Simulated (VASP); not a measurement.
# MgZn5O6 (P-4m2) in VASP: single point with PBEsol

Aim: the single point of MgZn5O6 with PBEsol.

Everything below comes from runs of VASP 6.6.1. Logs are shortened: lines on timing, memory, paths and dates and some standing lists are left out, and cuts for length are marked.

### Step 1. The cell of the first run

The structure is tetragonal, space group P-4m2 (No. 115). The conventional cell has a = 3.271 Å, b = 3.271 Å, c = 13.785 Å, α = 90.00°, β = 90.00°, γ = 90.00°. Within 2.6 Å of Mg (site symmetry -4m2) lie 4 O at 1.99 Å. Zn (site symmetry 2mm) has 4 O at 2.00 Å within 2.7 Å. Within 2.7 Å of Zn (site symmetry -4m2) lie 4 O at 2.00 Å. Zn (site symmetry 2mm) has 4 O at 2.00 Å within 2.7 Å. O (site symmetry 2mm) has 4 Zn at 2.00 Å within 2.7 Å. Within 2.7 Å of O (site symmetry 2mm) lie 4 Zn at 2.00 Å. O (site symmetry 2mm) has 2 Mg at 1.99 Å and 2 Zn at 2.00 Å within 2.6 Å.

### Step 2. Single point, PBEsol

Contents of POSCAR:

```
MgZn5O6
1.0
    3.2708702464      0.0000000000      0.0000000000
    0.0000000000      3.2708702464      0.0000000000
    0.0000000000      0.0000000000     13.7851629318
Mg Zn O
1 5 6
Direct
    0.0000000000      0.0000000000      0.5000000000
    0.0000000000      0.0000000000      0.8328971752
    0.5000000000      0.5000000000      0.0000000000
    0.0000000000      0.0000000000      0.1671028248
    0.5000000000      0.5000000000      0.3343057567
    0.5000000000      0.5000000000      0.6656942433
    0.5000000000      0.0000000000      0.0835536515
    0.0000000000      0.5000000000      0.2506189228
    0.5000000000      0.0000000000      0.4183919996
    0.0000000000      0.5000000000      0.5816080004
    0.5000000000      0.0000000000      0.7493810772
    0.0000000000      0.5000000000      0.9164463485
```

Contents of INCAR.step1:

```
SYSTEM = MgZn5O6
PREC     = Accurate       ! precision mode
ENCUT    = 520            ! plane-wave cutoff, eV
EDIFF    = 1E-6           ! SCF threshold, eV
ISMEAR   = 0              ! smearing method
SIGMA    = 0.02           ! smearing width, eV
LREAL    = .False.        ! projectors in reciprocal space
LASPH    = .True.         ! aspherical terms in the spheres
NELM     = 80             ! most SCF steps
ALGO     = Normal         ! electronic algorithm
ISIF     = 2              ! what is computed and relaxed
LWAVE    = .False.        ! write WAVECAR
LCHARG   = .True.         ! write CHGCAR
GGA      = PS             ! functional
NBANDS   = 61             ! bands
```

Contents of KPOINTS.step1:

```
regular mesh
0
Gamma
  8 8 2
  0 0 0
```

Contents of INCAR.step2:

```
SYSTEM = MgZn5O6
PREC     = Accurate       ! precision mode
ENCUT    = 520            ! plane-wave cutoff, eV
EDIFF    = 1E-6           ! SCF threshold, eV
ISMEAR   = -5             ! smearing method
SIGMA    = 0.02           ! smearing width, eV
LREAL    = .False.        ! projectors in reciprocal space
LASPH    = .True.         ! aspherical terms in the spheres
NELM     = 80             ! most SCF steps
ALGO     = Normal         ! electronic algorithm
ISIF     = 2              ! what is computed and relaxed
LWAVE    = .False.        ! write WAVECAR
LCHARG   = .False.        ! write CHGCAR
GGA      = PS             ! functional
LORBIT   = 11             ! projections on sites
NBANDS   = 61             ! bands
NEDOS    = 1001           ! points of the DOS
ICHARG   = 11             ! starting density
```

Contents of KPOINTS.step2:

```
regular mesh
0
Gamma
  12 12 3
  0 0 0
```

Potentials or basis: VASP PAW PBE potentials, release 64 (Mg, Zn, O).

Started as:

```console
> cat potpaw_PBE.64/Mg/POTCAR potpaw_PBE.64/Zn/POTCAR potpaw_PBE.64/O/POTCAR > POTCAR
> cp INCAR.step1 INCAR
> cp KPOINTS.step1 KPOINTS
> mpirun -np 1 vasp_std > vasp.out
> cp INCAR.step2 INCAR
> cp KPOINTS.step2 KPOINTS
> mpirun -np 1 vasp_std > vasp.out
```

OUTCAR:

```text
SYSTEM = MgZn5O6
   PREC = Accurate
   ENCUT = 520
   EDIFF = 1E-6
   ISMEAR = -5
   LREAL = .False.
   LASPH = .True.
   NELM = 80
   ISIF = 2
   GGA = PS
   LORBIT = 11
   ICHARG = 11

 ion  position               nearest neighbor table
   1  0.000  0.000  0.500-   9 1.99  10 1.99  10 1.99   9 1.99   5 3.25   6 3.25   5 3.25   5 3.25
                             6 3.25   6 3.25   5 3.25   6 3.25
   2  0.000  0.000  0.833-  11 2.00  11 2.00  12 2.00  12 2.00
   3  0.500  0.500  0.000-   7 2.00  12 2.00   7 2.00  12 2.00
   4  0.000  0.000  0.167-   8 2.00   8 2.00   7 2.00   7 2.00
   5  0.500  0.500  0.334-   8 2.00   8 2.00   9 2.00   9 2.00   1 3.25   1 3.25   1 3.25   1 3.25

   6  0.500  0.500  0.666-  11 2.00  11 2.00  10 2.00  10 2.00   1 3.25   1 3.25   1 3.25   1 3.25

   7  0.500  0.000  0.084-   4 2.00   4 2.00   3 2.00   3 2.00
   8  0.000  0.500  0.251-   4 2.00   4 2.00   5 2.00   5 2.00
   9  0.500  0.000  0.418-   1 1.99   1 1.99   5 2.00   5 2.00
  10  0.000  0.500  0.582-   1 1.99   1 1.99   6 2.00   6 2.00
  11  0.500  0.000  0.749-   2 2.00   2 2.00   6 2.00   6 2.00
  12  0.000  0.500  0.916-   2 2.00   2 2.00   3 2.00   3 2.00

  LATTYP: Found a simple tetragonal cell.
 ALAT       =     3.2708702464
 C/A-ratio  =     4.2145245434

  Lattice vectors:

 A1 = (   3.2708702464,   0.0000000000,   0.0000000000)
 A2 = (   0.0000000000,   3.2708702464,   0.0000000000)
 A3 = (   0.0000000000,   0.0000000000,  13.7851629318)

Analysis of symmetry for initial positions (statically):
=====================================================================
 Subroutine PRICEL returns:
 Original cell was already a primitive cell.

 Routine SETGRP: Setting up the symmetry group for a
 simple tetragonal supercell.

 Subroutine GETGRP returns: Found  8 space group operations
 (whereof  8 operations were pure point group operations)
 out of a pool of 16 trial point group operations.

The static configuration has the point symmetry D_2d.

Analysis of symmetry for dynamics (positions and initial velocities):
=====================================================================
 Subroutine PRICEL returns:
 Original cell was already a primitive cell.

 Routine SETGRP: Setting up the symmetry group for a
 simple tetragonal supercell.

 Subroutine GETGRP returns: Found  8 space group operations
 (whereof  8 operations were pure point group operations)
 out of a pool of 16 trial point group operations.

The dynamic configuration has the point symmetry D_2d.

 Subroutine INISYM returns: Found  8 space group operations
 (whereof  8 operations are pure point group operations),
 and found     1 'primitive' translations

----------------------------------------------------------------------------------------

                                     Primitive cell

  volume of cell :     147.4818

  direct lattice vectors                    reciprocal lattice vectors
     3.270870246  0.000000000  0.000000000     0.305729034  0.000000000  0.000000000
     0.000000000  3.270870246  0.000000000     0.000000000  0.305729034  0.000000000
     0.000000000  0.000000000 13.785162932     0.000000000  0.000000000  0.072541761

  length of vectors
     3.270870246  3.270870246 13.785162932     0.305729034  0.305729034  0.072541761

  position of ions in fractional coordinates (direct lattice)
     0.000000000  0.000000000  0.500000000
     0.000000000  0.000000000  0.832897175
     0.500000000  0.500000000  0.000000000
     0.000000000  0.000000000  0.167102825
     0.500000000  0.500000000  0.334305757
     0.500000000  0.500000000  0.665694243
     0.500000000  0.000000000  0.083553651
     0.000000000  0.500000000  0.250618923
     0.500000000  0.000000000  0.418392000
     0.000000000  0.500000000  0.581608000
     0.500000000  0.000000000  0.749381077
     0.000000000  0.500000000  0.916446349

  ion indices of the primitive-cell ions
   primitive index   ion index
                 1           1
                 2           2
                 3           3
                 4           4
                 5           5
                 6           6
                 7           7
                 8           8
                 9           9
[... 31 lines left out ...]

 Following reciprocal coordinates:
            Coordinates               Weight
  0.000000  0.000000  0.000000      1.000000
  0.083333  0.000000  0.000000      4.000000
  0.166667  0.000000  0.000000      4.000000
  0.250000  0.000000  0.000000      4.000000
  0.333333  0.000000  0.000000      4.000000
  0.416667  0.000000  0.000000      4.000000
[... 16 lines left out ...]
  0.333333  0.333333  0.000000      4.000000
  0.416667  0.333333  0.000000      8.000000
 [... further k-points ...]
   k-points           NKPTS =     56   k-points in BZ     NKDIM =     56   number of bands    NBANDS=     61
   number of dos      NEDOS =   1001   number of ions     NIONS =     12
   total plane-waves  NPLWV =  62208
   dimension x,y,z NGX =    24 NGY =   24 NGZ =  108
   dimension x,y,z NGXF=    48 NGYF=   48 NGZF=  216
   ions per type =               1   5   6
   NGX,Y,Z   is equivalent  to a cutoff of  12.20, 12.20, 13.02 a.u.
   NGXF,Y,Z  is equivalent  to a cutoff of  24.40, 24.40, 26.05 a.u.
 SYSTEM =  MgZn5O6
   PREC   = accura    normal or accurate (medium, high low for compatibility)
   ISTART =      0    job   : 0-new  1-cont  2-samecut
   ICHARG =     11    charge: 1-file 2-atom 10-const
   ISPIN  =      1    spin polarized calculation?
   LNONCOLLINEAR =      F non collinear calculations
   LSORBIT =      F    spin-orbit coupling
   LASPH  =      T    aspherical Exc in radial PAW
   ENCUT  =  520.0 eV  38.22 Ry    6.18 a.u.   6.08  6.08 25.63*2*pi/ulx,y,z
   NELM   =     80;   NELMIN=  2; NELMDL=  0     # of ELM steps
   EDIFF  = 0.1E-05   stopping-criterion for ELM
   LREAL  =      F    real-space projection
   EDIFFG = 0.1E-04   stopping-criterion for IOM
   NSW    =      0    number of steps for IOM
   IBRION =     -1    ionic relax: 0-MD 1-quasi-New 2-CG
   NFREE  =      0    steps in history (QN), initial steepest desc. (CG)
   ISIF   =      2    stress and relaxation
   ISYM   =      2    0-nonsym 1-usesym 2-fastsym
   POTIM  = 0.5000    time-step for ionic-motion
   TEBEG  =    0.0;   TEEND  =   0.0 temperature during run
   PSTRESS=    0.0 pullay stress
   NELECT =      98.0000    total number of electrons
   NUPDOWN=      -1.0000    fix difference up-down
   EMIN   =  10.00;   EMAX   =-10.00  energy-range for DOS
   EFERMI =   0.00;   METHOD = LEGACY
   ISMEAR =    -5;   SIGMA  =   0.02  broadening in eV -4-tet -1-fermi 0-gaus
   EFERMI_NEDOS =   21; number of points for ismear=-14 and -15
   IALGO  =     38    algorithm
   IMIX   =      4    mixing-type and parameters
     AMIX     =   0.40;   BMIX     =  1.00
     AMIX_MAG =   1.60;   BMIX_MAG =  1.00
  volume/ion in A,a.u.               =      12.29        82.94
  Fermi-wavevector in a.u.,A,eV,Ry     =   1.428578  2.699621 27.767254  2.040836
  Thomas-Fermi vector in A             =   2.548625
   LORBIT       =     11    0 simple, 1 ext, 2 COOP (PROOUT), +10 PAW based schemes
   GGA     = PS    functional components
   LHFCALC =     F    Hartree Fock is set to
   AEXX    =    0.0000 exact exchange contribution
   IVDW    =     0    specifies the selected vdW correction
   LEPSILON=     F    determine dielectric tensor
   LRPA    =     F    only Hartree local field effects (RPA)
 non-spin polarized calculation
 Fermi weights with tetrahedron method with Bloechl corrections
  energy-cutoff  :      520.00
  volume of cell :      147.48
 maximum number of plane-waves:      4012

 number of electron      97.9999923 magnetization

 Free energy of the ion-electron system (eV)
  ---------------------------------------------------
  ext. energy  EPLUGINS =         0.00000000
  ---------------------------------------------------
  free energy    TOTEN  =       -60.64165538 eV

  energy without entropy =      -60.64165538  energy(sigma->0) =      -60.64165538

 E-fermi :   0.8453     XC(G=0): -10.8192

 val. band max:        0.8301080393   @ k =   0.0000   0.0000   0.0000
 cond. band min:       1.6781122867   @ k =   0.0000   0.0000   0.0000
 fundamental gap:      0.8480042475
 Fermi energy:         0.8452622940

 k-point     1 :       0.0000    0.0000    0.0000
  band No.  band energies     occupation
      1     -16.7742      2.00000
      2     -16.5839      2.00000
      3     -16.4383      2.00000
      4     -16.0894      2.00000
      5     -16.0742      2.00000
      6     -15.7639      2.00000
[... 1525 lines left out ...]
     60       9.6844      0.00000
     61      10.8082      0.00000

 [... further k-points ...]

------------------------ aborting loop because EDIFF is reached ----------------------------------------

  FORCE on cell =-STRESS in cart. coord.  units (eV):
  Direction    XX          YY          ZZ          XY          YZ          ZX
  --------------------------------------------------------------------------------------
  -------------------------------------------------------------------------------------
  Total       -4.5501583     -4.5501583     -4.5535100      0.0000000      0.0000000      0.0000000
  in kB      -49.4309039    -49.4309039    -49.4673153      0.0000000      0.0000000      0.0000000
  external PRESSURE =     -49.4430410 kB  Pullay stress =       0.0000000 kB

 VOLUME and BASIS-vectors are now :
 -----------------------------------------------------------------------------
  energy-cutoff  :      520.00
  volume of cell :      147.48
      direct lattice vectors                 reciprocal lattice vectors
     3.270870246  0.000000000  0.000000000     0.305729034  0.000000000  0.000000000
     0.000000000  3.270870246  0.000000000     0.000000000  0.305729034  0.000000000
     0.000000000  0.000000000 13.785162932     0.000000000  0.000000000  0.072541761

 POSITION                                       TOTAL-FORCE (eV/Angst)
 -----------------------------------------------------------------------------------
      0.00000      0.00000      6.89258         0.000000      0.000000     -0.000000
      0.00000      0.00000     11.48162         0.000000     -0.000000     -0.000464
      1.63544      1.63544      0.00000         0.000000     -0.000000     -0.000000
      0.00000      0.00000      2.30354         0.000000      0.000000      0.000464
      1.63544      1.63544      4.60846         0.000000      0.000000     -0.008761
      1.63544      1.63544      9.17670         0.000000     -0.000000      0.008761
      1.63544      0.00000      1.15180         0.000000     -0.000000      0.000367
      0.00000      1.63544      3.45482         0.000000      0.000000     -0.001581
      1.63544      0.00000      5.76760         0.000000      0.000000     -0.111808
      0.00000      1.63544      8.01756         0.000000     -0.000000      0.111808
      1.63544      0.00000     10.33034         0.000000     -0.000000      0.001581
      0.00000      1.63544     12.63336         0.000000      0.000000     -0.000367
 -----------------------------------------------------------------------------------
    total drift:                                0.000000     -0.000000      0.000000

  FREE ENERGIE OF THE ION-ELECTRON SYSTEM (eV)
  ---------------------------------------------------
  free  energy   TOTEN  =       -60.6416553763 eV

  energy  without entropy=      -60.6416553763  energy(sigma->0) =      -60.64165538

 total charge

# of ion       s       p       d       tot
------------------------------------------
    1        0.165   0.184   0.077   0.426
    2        0.455   0.467   9.889  10.811
    3        0.455   0.466   9.889  10.810
    4        0.455   0.467   9.889  10.811
    5        0.456   0.471   9.886  10.813
    6        0.456   0.471   9.886  10.813
    7        1.545   3.416   0.000   4.961
    8        1.545   3.417   0.000   4.961
    9        1.543   3.468   0.000   5.010
   10        1.543   3.468   0.000   5.010
   11        1.545   3.417   0.000   4.961
   12        1.545   3.416   0.000   4.961
--------------------------------------------------
tot         11.707  23.125  49.515  84.347
```

Run time: 5.8 min. Hardware: 1 thread of Intel Xeon Platinum 8488C (Sapphire Rapids), shared host; peak memory 0.49 GiB.

What came out:

```
Valence electrons inside the program's atomic spheres : Mg 0.43; Zn 10.81; O 4.96, 5.01 (each value once)
```

Levels at points of the mesh, in eV from the valence-band top:
| k point | band 47 | band 48 | band 49 | band 50 | band 51 | band 52 |
| --- | --- | --- | --- | --- | --- | --- |
| (0.00, 0.00, 0.00) | -0.05 | 0.00 | 0.00 | 0.85 | 2.67 | 2.93 |
| (0.50, 0.00, 0.00) | -0.68 | -0.68 | -0.68 | 5.42 | 5.43 | 5.48 |
| (0.50, 0.50, 0.00) | -1.98 | -1.97 | -1.96 | 5.13 | 5.13 | 6.32 |

Caveat: the PAW data sets were made with another functional, which shifts forces and pressure a little.
